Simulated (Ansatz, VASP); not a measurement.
Two plane-wave programs on SiW12

The input INCAR:

```
SYSTEM = SiW12
  PREC = Accurate
  ENCUT = 520
  EDIFF = 1E-6
  ISMEAR = 0
  SIGMA = 0.1
  LREAL = .FALSE.
  LASPH = .TRUE.
  NELM = 100
  ALGO = Normal
  ISIF = 2
  LWAVE = .FALSE.
  LCHARG = .FALSE.
  LDIPOL = .TRUE.
  IDIPOL = 3
  DIPOL = 0.5 0.5 0.304
  GGA = PE
  IVDW = 12
  NBANDS = 98
```

Contents of KPOINTS:

```
Automatic mesh
0
G
  5 5 1
  0 0 0
```

The input POSCAR:

```
SiW12
1.0
    5.6644156868      0.0000000000      0.0000000000
    0.0000000000      5.6644156868      0.0000000000
    0.0000000000      0.0000000000     21.1500668291
W Si
12 1
Direct
    0.2500000000      0.2500000000      0.1891246979
    0.2500000000      0.7500000000      0.1891246979
    0.7500000000      0.2500000000      0.1891246979
    0.7500000000      0.7500000000      0.1891246979
    0.0000000000      0.0000000000      0.2848852803
    0.0000000000      0.5000000000      0.2848852803
    0.5000000000      0.0000000000      0.2848852803
    0.5000000000      0.5000000000      0.2848852803
    0.2500000000      0.2500000000      0.3806166143
    0.2500000000      0.7500000000      0.3806166143
    0.7500000000      0.2500000000      0.3806166143
    0.7500000000      0.7500000000      0.3806166143
    0.4166666667      0.5000000000      0.5271882552
```

Input for Ansatz:

```yaml
crystal:
  lattice:
    - [5.6644156868, 0.0, 0.0]
    - [0.0, 5.6644156868, 0.0]
    - [0.0, 0.0, 21.1500668291]
  atoms:
    - { symbol: W, position: [0.25, 0.25, 0.1891246979] }
    - { symbol: W, position: [0.25, 0.75, 0.1891246979] }
    - { symbol: W, position: [0.75, 0.25, 0.1891246979] }
    - { symbol: W, position: [0.75, 0.75, 0.1891246979] }
    - { symbol: W, position: [0.0, 0.0, 0.2848852803] }
    - { symbol: W, position: [0.0, 0.5, 0.2848852803] }
    - { symbol: W, position: [0.5, 0.0, 0.2848852803] }
    - { symbol: W, position: [0.5, 0.5, 0.2848852803] }
    - { symbol: W, position: [0.25, 0.25, 0.3806166143] }
    - { symbol: W, position: [0.25, 0.75, 0.3806166143] }
    - { symbol: W, position: [0.75, 0.25, 0.3806166143] }
    - { symbol: W, position: [0.75, 0.75, 0.3806166143] }
    - { symbol: Si, position: [0.4166666667, 0.5, 0.5271882552] }
basis:
  ecutwfc: 420
kpoints:
  mp_grid: { grid: [5, 5, 1] }
hamiltonian:
  xc: pbe
  pseudopotentials: { kind: paw, azcp: { folder: soft_1 } }
  dispersion: d3bj
scf:
  occupations: { method: gaussian, width: 0.1 }
output:
  forces: true
  eigenvalues: true
efield:
  axis: 3
  dipole_correction: true
  ramp_width: 0.04
```

Alike in both runs: task single point; functional PBE; dispersion D3(BJ); k mesh 5 × 5 × 1; occupations gaussian, width 0.1 eV; no spin polarisation.

|  | VASP | Ansatz |
| --- | --- | --- |
| version | VASP 6.6.1 | Ansatz 0.2.0 |
| potentials or method | VASP PAW PBE potentials, release 64 (W_sv, Si), cutoff 520 eV | scalar-relativistic, plane waves, PAW |
| valence electrons in the cell | 172 | 172 |

```csv
,VASP,Ansatz,Ansatz less VASP
gap on the k mesh at the Fermi level (eV),none,none,-
rms of the force components (eV/Å),0.545,0.540,-0.0044
```

Atom by atom the forces differ by 0.015 eV/Å (rms over components). A gap of «none» marks a metal or a gap that the smearing closes.

Neither program's run includes spin-orbit coupling.
